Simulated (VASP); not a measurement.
# RbBr (Fm-3m) in VASP: notebook, part 2 of 2

VASP 6.6.1. Earlier steps stand in the parts before.

### Step 6. Single point, PBE

Input file INCAR:

```
SYSTEM = RbBr
ALGO = Normal
EDIFF = 1E-6
ENCUT = 520
GGA = PE
ISIF = 2
ISMEAR = 0
LASPH = .True.
LCHARG = .True.
LELF = .True.
LREAL = .False.
LVHAR = .True.
LWAVE = .False.
NBANDS = 15
NELM = 60
PREC = Accurate
SIGMA = 0.01
```

Input file KPOINTS:

```
k-points
0
Gamma
  6 6 6
  0 0 0
```

Input file POSCAR:

```
RbBr
1.0
    0.0000000000      3.4608261059      3.4608261059
    3.4608261059      0.0000000000      3.4608261059
    3.4608261059      3.4608261059      0.0000000000
Rb Br
1 1
Direct
    0.0000000000      0.0000000000      0.0000000000
    0.5000000000      0.5000000000      0.5000000000
```

Potentials or basis: VASP PAW PBE potentials, release 64 (Rb_sv, Br).

On the command line:

```
$ cat potpaw_PBE.64/Rb_sv/POTCAR potpaw_PBE.64/Br/POTCAR > POTCAR
$ mpirun -np 1 vasp_std > vasp.out
```

OUTCAR:

```text
SYSTEM = RbBr
   EDIFF = 1E-6
   ENCUT = 520
   GGA = PE
   ISIF = 2
   ISMEAR = 0
   LASPH = .True.
   LREAL = .False.
   NELM = 60
   PREC = Accurate

 ion  position               nearest neighbor table
   1  0.000  0.000  0.000-   2 3.46   2 3.46   2 3.46   2 3.46   2 3.46   2 3.46
   2  0.500  0.500  0.500-   1 3.46   1 3.46   1 3.46   1 3.46   1 3.46   1 3.46

  LATTYP: Found a face centered cubic cell.
 ALAT       =     6.9216522118

  Lattice vectors:

 A1 = (   0.0000000000,   3.4608261059,   3.4608261059)
 A2 = (   3.4608261059,   0.0000000000,   3.4608261059)
 A3 = (   3.4608261059,   3.4608261059,   0.0000000000)

Analysis of symmetry for initial positions (statically):
=====================================================================
 Subroutine PRICEL returns:
 Original cell was already a primitive cell.

 Routine SETGRP: Setting up the symmetry group for a
 face centered cubic supercell.

 Subroutine GETGRP returns: Found 48 space group operations
[... 9 lines left out ...]

 Routine SETGRP: Setting up the symmetry group for a
 face centered cubic supercell.

 Subroutine GETGRP returns: Found 48 space group operations
[... 11 lines left out ...]
                                     Primitive cell

  volume of cell :      82.9028

  direct lattice vectors                    reciprocal lattice vectors
     0.000000000  3.460826106  3.460826106    -0.144474176  0.144474176  0.144474176
     3.460826106  0.000000000  3.460826106     0.144474176 -0.144474176  0.144474176
     3.460826106  3.460826106  0.000000000     0.144474176  0.144474176 -0.144474176

  length of vectors
     4.894347216  4.894347216  4.894347216     0.250236613  0.250236613  0.250236613

  position of ions in fractional coordinates (direct lattice)
     0.000000000  0.000000000  0.000000000
     0.500000000  0.500000000  0.500000000

  ion indices of the primitive-cell ions
   primitive index   ion index
                 1           1
                 2           2

----------------------------------------------------------------------------------------

 KPOINTS: k-points

[... 87 lines left out ...]
   LEPSILON=     F    determine dielectric tensor
   LRPA    =     F    only Hartree local field effects (RPA)
 non-spin polarized calculation
 Gauss-broadening in eV      SIGMA  =   0.01
  energy-cutoff  :      520.00
  volume of cell :       82.90
 maximum number of plane-waves:      2252
   NGX = 19   NGY = 19   NGZ = 19

 number of electron      15.9999997 magnetization

 Free energy of the ion-electron system (eV)
  ---------------------------------------------------
  ext. energy  EPLUGINS =         0.00000000
  ---------------------------------------------------
  free energy    TOTEN  =        -6.10928894 eV

  energy without entropy =       -6.10928894  energy(sigma->0) =       -6.10928894

 E-fermi :  -1.7036     XC(G=0):  -7.1177

 val. band max:       -1.8613561698   @ k =   0.0000   0.0000   0.0000
 cond. band min:       2.4269691562   @ k =   0.0000   0.0000   0.0000
 fundamental gap:      4.2883253260
 Fermi energy:        -1.7035561428

 k-point     1 :       0.0000    0.0000    0.0000
  band No.  band energies     occupation
      1     -26.3383      2.00000
      2     -14.0136      2.00000
      3     -10.4127      2.00000
      4     -10.4127      2.00000
      5     -10.4127      2.00000
      6      -1.8614      2.00000
      7      -1.8614      2.00000
      8      -1.8614      2.00000
      9       2.4270      0.00000
     10       5.4087      0.00000
     11       5.4087      0.00000
     12       5.4087      0.00000
     13       6.2767      0.00000
     14       6.2767      0.00000
[... 257 lines left out ...]
      2     -13.9821      2.00000
      3     -10.5501      2.00000
      4     -10.5012      2.00000
      5     -10.4174      2.00000
      6      -2.2707      2.00000
      7      -2.2520      2.00000
      8      -2.1195      2.00000
      9       4.4494      0.00000
     10       5.8805      0.00000
     11       6.0516      0.00000
     12       6.9632      0.00000
     13       8.0266      0.00000
     14       8.8829      0.00000
     15       9.3262      0.00000

------------------------ aborting loop because EDIFF is reached ----------------------------------------

  FORCE on cell =-STRESS in cart. coord.  units (eV):
  Direction    XX          YY          ZZ          XY          YZ          ZX
  --------------------------------------------------------------------------------------
  -------------------------------------------------------------------------------------
  Total        0.2917655      0.2917655      0.2917655      0.0000000      0.0000000      0.0000000
  in kB        5.6386506      5.6386506      5.6386506      0.0000000      0.0000000      0.0000000
  external PRESSURE =       5.6386506 kB  Pullay stress =       0.0000000 kB

 VOLUME and BASIS-vectors are now :
 -----------------------------------------------------------------------------
  energy-cutoff  :      520.00
  volume of cell :       82.90
      direct lattice vectors                 reciprocal lattice vectors
     0.000000000  3.460826106  3.460826106    -0.144474176  0.144474176  0.144474176
     3.460826106  0.000000000  3.460826106     0.144474176 -0.144474176  0.144474176
     3.460826106  3.460826106  0.000000000     0.144474176  0.144474176 -0.144474176

 POSITION                                       TOTAL-FORCE (eV/Angst)
 -----------------------------------------------------------------------------------
      0.00000      0.00000      0.00000         0.000000      0.000000      0.000000
      3.46083      3.46083      3.46083        -0.000000     -0.000000     -0.000000
 -----------------------------------------------------------------------------------
    total drift:                                0.000000      0.000000      0.000000

  FREE ENERGIE OF THE ION-ELECTRON SYSTEM (eV)
  ---------------------------------------------------
  free  energy   TOTEN  =        -6.1092889450 eV

  energy  without entropy=       -6.1092889450  energy(sigma->0) =       -6.10928894
```

OSZICAR:

```text
N       E                     dE             d eps       ncg     rms          rms(c)
DAV:   1     0.826768444745E+02    0.82677E+02   -0.65962E+03   480   0.902E+02
DAV:   2    -0.365243044169E+00   -0.83042E+02   -0.76539E+02   645   0.164E+02
DAV:   3    -0.614738403815E+01   -0.57821E+01   -0.57557E+01   641   0.447E+01
DAV:   4    -0.633404621008E+01   -0.18666E+00   -0.18664E+00   683   0.697E+00
DAV:   5    -0.633538154395E+01   -0.13353E-02   -0.13353E-02   663   0.592E-01    0.277E+00
DAV:   6    -0.611377283792E+01    0.22161E+00   -0.27102E-01   564   0.235E+00    0.182E+00
DAV:   7    -0.609623030335E+01    0.17543E-01   -0.12579E-01   627   0.171E+00    0.933E-01
DAV:   8    -0.610839725220E+01   -0.12167E-01   -0.15131E-02   510   0.700E-01    0.107E-01
DAV:   9    -0.610884665724E+01   -0.44941E-03   -0.67111E-04   649   0.132E-01    0.695E-02
DAV:  10    -0.610928109821E+01   -0.43444E-03   -0.56054E-04   494   0.131E-01    0.273E-02
DAV:  11    -0.610928274493E+01   -0.16467E-05   -0.31897E-05   613   0.298E-02    0.967E-03
DAV:  12    -0.610928868384E+01   -0.59389E-05   -0.10257E-05   508   0.184E-02    0.124E-03
DAV:  13    -0.610928894496E+01   -0.26112E-06   -0.29017E-07   520   0.326E-03
   1 F= -.61092889E+01 E0= -.61092889E+01  d E =-.563496-112
```

stdout:

```text
POSCAR found type information on POSCAR RbBr
 POSCAR found :  2 types and       2 ions
 scaLAPACK will be used
 LDA part: xc-table for (Slater+PW92), standard interpolation
 POSCAR, INCAR and KPOINTS ok, starting setup
 FFT: planning ... GRIDC
 FFT: planning ... GRID_SOFT
 FFT: planning ... GRID
 WAVECAR not read
 entering main loop
```

Wall time 17 s (1 thread of AMD EPYC 9R14 (Zen 4), shared host); peak memory 0.17 GiB.

What came out:

```
Free energy            : -6.1093 eV
Pressure               : 0.6 GPa
Band gap on the k mesh : 4.29 eV, direct
```

### Step 7. Single point, HSE06

POSCAR is that of step 6.

Input file INCAR.step1:

```
PREC = Accurate
ENCUT = 520
EDIFF = 1E-5
ISMEAR = 0
SIGMA = 0.01
LREAL = F
LASPH = T
NELM = 60
ALGO = Normal
ISIF = 2
LWAVE = T
NBANDS = 15
GGA = PE
```

Input file INCAR.step2:

```
PREC = Accurate
ENCUT = 520
EDIFF = 1E-6
ISMEAR = 0
SIGMA = 0.01
LREAL = F
LASPH = T
NELM = 60
ALGO = Normal
ISIF = 2
LWAVE = F
LCHARG = T
GGA = PE
LHFCALC = T
HFSCREEN = 0.2079
PRECFOCK = Normal
LELF = T
LVHAR = T
NBANDS = 15
ISTART = 1
```

Input file KPOINTS:

```
regular mesh
0
Gamma
  4 4 4
```

Potentials or basis: VASP PAW PBE potentials, release 64 (Rb_sv, Br).

On the command line:

```
$ cat potpaw_PBE.64/Rb_sv/POTCAR potpaw_PBE.64/Br/POTCAR > POTCAR
$ cp INCAR.step1 INCAR
$ mpirun -np 1 vasp_std > vasp.out
$ cp INCAR.step2 INCAR
$ mpirun -np 1 vasp_std > vasp.out
```

OUTCAR:

```text
PREC = Accurate
   ENCUT = 520
   EDIFF = 1E-6
   ISMEAR = 0
   LREAL = F
   LASPH = T
   NELM = 60
   ISIF = 2
   GGA = PE
   LHFCALC = T
   HFSCREEN = 0.2079
   PRECFOCK = Normal
   ISTART = 1

 ion  position               nearest neighbor table
   1  0.000  0.000  0.000-   2 3.46   2 3.46   2 3.46   2 3.46   2 3.46   2 3.46
   2  0.500  0.500  0.500-   1 3.46   1 3.46   1 3.46   1 3.46   1 3.46   1 3.46

  LATTYP: Found a face centered cubic cell.
 ALAT       =     6.9216522118

  Lattice vectors:

 A1 = (   0.0000000000,   3.4608261059,   3.4608261059)
 A2 = (   3.4608261059,   0.0000000000,   3.4608261059)
 A3 = (   3.4608261059,   3.4608261059,   0.0000000000)

Analysis of symmetry for initial positions (statically):
=====================================================================
 Subroutine PRICEL returns:
 Original cell was already a primitive cell.

 Routine SETGRP: Setting up the symmetry group for a
 face centered cubic supercell.

 Subroutine GETGRP returns: Found 48 space group operations
[... 9 lines left out ...]

 Routine SETGRP: Setting up the symmetry group for a
 face centered cubic supercell.

 Subroutine GETGRP returns: Found 48 space group operations
[... 11 lines left out ...]
                                     Primitive cell

  volume of cell :      82.9028

  direct lattice vectors                    reciprocal lattice vectors
     0.000000000  3.460826106  3.460826106    -0.144474176  0.144474176  0.144474176
     3.460826106  0.000000000  3.460826106     0.144474176 -0.144474176  0.144474176
     3.460826106  3.460826106  0.000000000     0.144474176  0.144474176 -0.144474176

  length of vectors
     4.894347216  4.894347216  4.894347216     0.250236613  0.250236613  0.250236613

  position of ions in fractional coordinates (direct lattice)
     0.000000000  0.000000000  0.000000000
     0.500000000  0.500000000  0.500000000

[... 91 lines left out ...]
   AEXX    =    0.2500 exact exchange contribution
   HFSCREEN=    0.2079 screening length (either q_TF or 0.3 A-1)
   HFSCREENC=   0.2079 screening length for correlation (either q_TF or 0.3 A-1)
   ENCUTFOCK=  -1.0 apply spherical cutoff to Coloumb kernel
   IVDW    =     0    specifies the selected vdW correction
   LEPSILON=     F    determine dielectric tensor
   LRPA    =     F    only Hartree local field effects (RPA)
 non-spin polarized calculation
 Gauss-broadening in eV      SIGMA  =   0.01
  energy-cutoff  :      520.00
  volume of cell :       82.90
 maximum number of plane-waves:      2252
  NGX = 28; NGY = 28; NGZ = 28

 number of electron      15.9999997 magnetization

 Free energy of the ion-electron system (eV)
  ---------------------------------------------------
  ext. energy  EPLUGINS =         0.00000000
  ---------------------------------------------------
  free energy    TOTEN  =        -7.07242311 eV

  energy without entropy =       -7.07242311  energy(sigma->0) =       -7.07242311

 E-fermi :  -2.6580     XC(G=0):  -5.9841

 val. band max:       -2.7344246953   @ k =   0.0000   0.0000   0.0000
 cond. band min:       2.7078848231   @ k =   0.0000   0.0000   0.0000
 fundamental gap:      5.4423095185
 Fermi energy:        -2.6579623697

 k-point     1 :       0.0000    0.0000    0.0000
  band No.  band energies     occupation
      1     -28.8878      2.00000
      2     -15.9054      2.00000
      3     -11.8003      2.00000
      4     -11.8003      2.00000
      5     -11.8003      2.00000
      6      -2.7344      2.00000
      7      -2.7344      2.00000
      8      -2.7344      2.00000
      9       2.7079      0.00000
     10       5.7949      0.00000
     11       5.7949      0.00000
     12       5.7949      0.00000
     13       6.7499      0.00000
     14       6.7499      0.00000
[... 113 lines left out ...]
      2     -15.8732      2.00000
      3     -11.9192      2.00000
      4     -11.9192      2.00000
      5     -11.7791      2.00000
      6      -3.2154      2.00000
      7      -3.0921      2.00000
      8      -3.0921      2.00000
      9       5.5101      0.00000
     10       5.5101      0.00000
     11       6.7316      0.00000
     12       7.1466      0.00000
     13       9.5137      0.00000
     14       9.5530      0.00000
     15       9.5892      0.00000

------------------------ aborting loop because EDIFF is reached ----------------------------------------

  FORCE on cell =-STRESS in cart. coord.  units (eV):
  Direction    XX          YY          ZZ          XY          YZ          ZX
  --------------------------------------------------------------------------------------
  -------------------------------------------------------------------------------------
  Total        0.1635356      0.1635356      0.1635356     -0.0000000     -0.0000000      0.0000000
  in kB        3.1604846      3.1604846      3.1604846     -0.0000000     -0.0000000      0.0000000
  external PRESSURE =       3.1604846 kB  Pullay stress =       0.0000000 kB

 VOLUME and BASIS-vectors are now :
 -----------------------------------------------------------------------------
  energy-cutoff  :      520.00
  volume of cell :       82.90
      direct lattice vectors                 reciprocal lattice vectors
     0.000000000  3.460826106  3.460826106    -0.144474176  0.144474176  0.144474176
     3.460826106  0.000000000  3.460826106     0.144474176 -0.144474176  0.144474176
     3.460826106  3.460826106  0.000000000     0.144474176  0.144474176 -0.144474176

 POSITION                                       TOTAL-FORCE (eV/Angst)
 -----------------------------------------------------------------------------------
      0.00000      0.00000      0.00000         0.000000      0.000000      0.000000
      3.46083      3.46083      3.46083        -0.000000     -0.000000     -0.000000
 -----------------------------------------------------------------------------------
    total drift:                                0.000000      0.000000      0.000000

  FREE ENERGIE OF THE ION-ELECTRON SYSTEM (eV)
  ---------------------------------------------------
  free  energy   TOTEN  =        -7.0724231115 eV

  energy  without entropy=       -7.0724231115  energy(sigma->0) =       -7.07242311
```

OUTCAR.step1:

```text
PREC = Accurate
   ENCUT = 520
   EDIFF = 1E-5
   ISMEAR = 0
   LREAL = F
   LASPH = T
[... 345 lines left out ...]
 -----------------------------------------------------------------------------------
      0.00000      0.00000      0.00000        -0.000000      0.000000     -0.000000
      3.46083      3.46083      3.46083         0.000000      0.000000      0.000000
 -----------------------------------------------------------------------------------
    total drift:                                0.000000      0.000000      0.000000

  FREE ENERGIE OF THE ION-ELECTRON SYSTEM (eV)
  ---------------------------------------------------
  free  energy   TOTEN  =        -6.1090787374 eV

  energy  without entropy=       -6.1090787374  energy(sigma->0) =       -6.10907874
```

It took 5.6 min on 1 thread of AMD EPYC 9R14 (Zen 4), shared host; peak memory 0.28 GiB.

Results:

| Property | Result |
| --- | --- |
| Free energy | -7.0724 eV |
| Pressure | 0.3 GPa |
| Band gap on the k mesh | 5.44 eV, direct |

Caveat: the PAW data sets were made with another functional, which shifts forces and pressure a little.

### Step 8. Summary

```tsv
level	potentials or basis	k mesh	grid for exact exchange (PRECFOCK)	screening parameter	gap on the mesh (eV)	pressure (GPa)
PBE	VASP PAW PBE potentials, release 64 (Rb_sv, Br)	4 × 4 × 4	-	-	4.29	0.6
LDA	VASP PAW LDA potentials, release 64 (Rb_sv, Br)	4 × 4 × 4	-	-	3.89	-1.5
r2SCAN	VASP PAW PBE potentials, release 64 (Rb_sv, Br)	4 × 4 × 4	-	-	4.89	0.0
PBE	VASP PAW PBE potentials, release 64 (Rb_sv, Br)	6 × 6 × 6	-	-	4.29	0.6
HSE06	VASP PAW PBE potentials, release 64 (Rb_sv, Br)	4 × 4 × 4	Normal	0.2079 1/Å	5.44	0.3
```

Alike in all rows: task single point; no spin polarisation; cell as given; cutoff (eV) 520; smearing gaussian 0.01 eV.

Caveats: the PAW data sets were made with another functional, which shifts forces and pressure a little (some runs).

Total energies depend on the potentials used, so only differences within one code and one set of settings carry meaning.
